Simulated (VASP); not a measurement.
A run of VASP 6.6.1:

The input INCAR:

```
SYSTEM = PtS2
PREC = Accurate
ENCUT = 600
EDIFF = 1E-6
ISMEAR = -1
SIGMA = 0.03
LREAL = .FALSE.
LASPH = .TRUE.
NELM = 100
ALGO = Normal
ISIF = 3
LWAVE = .FALSE.
LCHARG = .FALSE.
GGA = PS
IBRION = 2
NSW = 100
EDIFFG = -0.01
```

The input KPOINTS:

```
regular mesh
0
G
  6 6 6
  0 0 0
```

Contents of POSCAR:

```
PtS2
1.0
   -2.4733157000      2.4733157000      6.2080224070
    2.4733157000     -2.4733157000      6.2080224070
    2.4733157000      2.4733157000     -6.2080224070
Pt S
2 4
Direct
    0.7500000000      0.2500000000      0.5000000000
    0.0000000000      0.0000000000      0.0000000000
    0.5420000000      0.0420000000      0.5000000000
    0.7920000000      0.7920000000      0.0000000000
    0.2080000000      0.2080000000      0.0000000000
    0.9580000000      0.4580000000      0.5000000000
```

Potentials or basis: VASP PAW PBE potentials, release 64 (Pt, S).

The run is started by

```console
$ cat potpaw_PBE.64/Pt/POTCAR potpaw_PBE.64/S/POTCAR > POTCAR
$ mpirun -np 1 vasp_std > vasp.out
```

Hardware: 1 thread of Oxide Virtual Turin-like Processor, on a shared host.

Problem. Estimate the wall time of this run.

Solution. It took 54 min on 1 thread of Oxide Virtual Turin-like Processor (shared host), peak memory 0.58 GiB. Counts: scf iterations 82, k points 30, ion steps 9.
